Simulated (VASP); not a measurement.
Input of a VASP 6.6.1 run:

File INCAR:

```
SYSTEM = Au
PREC     = Accurate       ! precision mode
ENCUT    = 520            ! plane-wave cutoff, eV
EDIFF    = 1E-6           ! SCF threshold, eV
ISMEAR   = 0              ! smearing method
SIGMA    = 0.1            ! smearing width, eV
LREAL    = .FALSE.        ! projectors in reciprocal space
LASPH    = .TRUE.         ! aspherical terms in the spheres
NELM     = 60             ! most SCF steps
ALGO     = Normal         ! electronic algorithm
ISIF     = 2              ! what is computed and relaxed
LWAVE    = .FALSE.        ! write WAVECAR
LCHARG   = .FALSE.        ! write CHGCAR
LDIPOL   = .TRUE.       
IDIPOL   = 3            
DIPOL    = 0.5 0.5 0.294
GGA      = PE             ! functional
NBANDS   = 18             ! bands
```

KPOINTS

```
regular mesh
0
G
  12 12 1
  0 0 0
```

The input POSCAR:

```
Au
1.0
    4.4744395038      0.0000000000      0.0000000000
   -2.2372197519      3.8749782780      0.0000000000
    0.0000000000      0.0000000000     23.8000000000
Au
2
Direct
    0.3333333333      0.6666666667      0.2941176471
    0.6666666667      0.3333333333      0.2941176471
```

Potentials or basis: VASP PAW PBE potentials, release 64 (Au).

The run is started by

```bash
$ cat potpaw_PBE.64/Au/POTCAR > POTCAR
$ mpirun -np 1 vasp_std > vasp.out
```

(1) Predict the band gap on the k mesh.

## Answers

(1) zero (filled and empty bands touch).

Caveat: spin-orbit coupling is left out, which moves the levels of the heavy elements.
